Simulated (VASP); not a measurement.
Runs of VASP 6.6.1 on BN. The structure is that of space group P6_3/mmc (No. 194), or close to it. The cells are those of the table. 

```tsv
cell	gap on the mesh (eV)	pressure (GPa)
a = 2.629, b = 2.629, c = 6.328 Å, angles 90.0, 90.0, 120.0°, 4 atoms	4.51	-30.0
a = 2.629, b = 2.629, c = 6.994 Å, angles 90.0, 90.0, 120.0°, 4 atoms	4.66	-28.1
a = 2.567, b = 2.567, c = 6.328 Å, angles 90.0, 90.0, 120.0°, 4 atoms	(a)	(c)
a = 2.567, b = 2.567, c = 6.828 Å, angles 90.0, 90.0, 120.0°, 4 atoms	4.78	-16.3
a = 2.629, b = 2.629, c = 6.661 Å, angles 90.0, 90.0, 120.0°, 4 atoms	(d)	-29.1
a = 2.504, b = 2.504, c = 6.994 Å, angles 90.0, 90.0, 120.0°, 4 atoms	4.95	(b)
a = 2.567, b = 2.567, c = 6.661 Å, angles 90.0, 90.0, 120.0°, 4 atoms	4.73	-16.5
a = 2.629, b = 2.629, c = 6.828 Å, angles 90.0, 90.0, 120.0°, 4 atoms	4.63	-28.6
```

Alike in all rows: task single point; level r2SCAN; potentials or basis VASP PAW PBE potentials, release 64 (B, N); no spin polarisation; k mesh 12 × 12 × 4; cutoff (eV) 520; smearing gaussian 0.05 eV.

Question: Fill in the values left out.

Answer: (a) 4.64; (b) -0.6; (c) -16.6; (d) 4.58.

Caveats: the PAW data sets were made with another functional, which shifts forces and pressure a little; the stress differs along the axes, from -46 to 2 GPa (at least some runs); the stress differs along the axes, from -42 to -1 GPa (at least some runs); the stress differs along the axes, from -26 to 2 GPa (at least some runs); the stress differs along the axes, from -24 to -0 GPa (at least some runs); the stress differs along the axes, from -44 to 0 GPa (at least some runs); the stress differs along the axes, from -25 to 0 GPa (at least some runs).

A k mesh can miss the band edges.
